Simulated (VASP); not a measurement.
Set up this calculation in VASP 6.6.1, as the native input.

```yaml
Task: single point
Functional: PBEsol
Potentials_or_basis: VASP PAW PBE potentials, release 64 (Ru_pv)
Cutoff: 520 eV
k_mesh: 18 × 18 × 10
Occupations: gaussian, width 0.15 eV
Spin: no spin polarisation
Dipole_correction: no
Further_INCAR_settings: ALGO = Fast; EDIFF = 1e-07; NBANDS = 21
```

The structure of Ru lies in POSCAR:

```
Ru
1.0
    2.8780000000      0.0000000000      0.0000000000
   -1.4390000000      2.4924211121      0.0000000000
    0.0000000000      0.0000000000      4.0483000000
Ru
2
Direct
    0.3333333333      0.6666666667      0.2500000000
    0.6666666667      0.3333333333      0.7500000000
```

The input as run:

INCAR

```
ALGO     = Fast           # electronic algorithm
EDIFF    = 1E-7           # SCF threshold, eV
ENCUT    = 520            # plane-wave cutoff, eV
GGA      = PS             # functional
ISIF     = 2              # what is computed and relaxed
ISMEAR   = 0              # smearing method
LASPH    = T              # aspherical terms in the spheres
LCHARG   = F              # write CHGCAR
LREAL    = F              # projectors in reciprocal space
LWAVE    = F              # write WAVECAR
NBANDS   = 21             # bands
NELM     = 80             # most SCF steps
PREC     = Accurate       # precision mode
SIGMA    = 0.15           # smearing width, eV
```

KPOINTS

```
k-points
0
Gamma
  18 18 10
```

Potentials or basis: VASP PAW PBE potentials, release 64 (Ru_pv).

Launch:

```sh
$ cat potpaw_PBE.64/Ru_pv/POTCAR > POTCAR
$ mpirun -np 1 vasp_std > vasp.out
```

It gave:

- Pressure: -19.1 GPa
- Band gap on the k mesh: zero (band 14 reaches 12.75 eV, above the bottom of band 15 at 10.25 eV)

Caveat: the PAW data sets were made with another functional, which shifts forces and pressure a little.

Wall time 47 s on 1 thread of Intel(R) Xeon(R) 6975P-C (Granite Rapids), with other jobs on the host, peak memory 0.22 GiB.
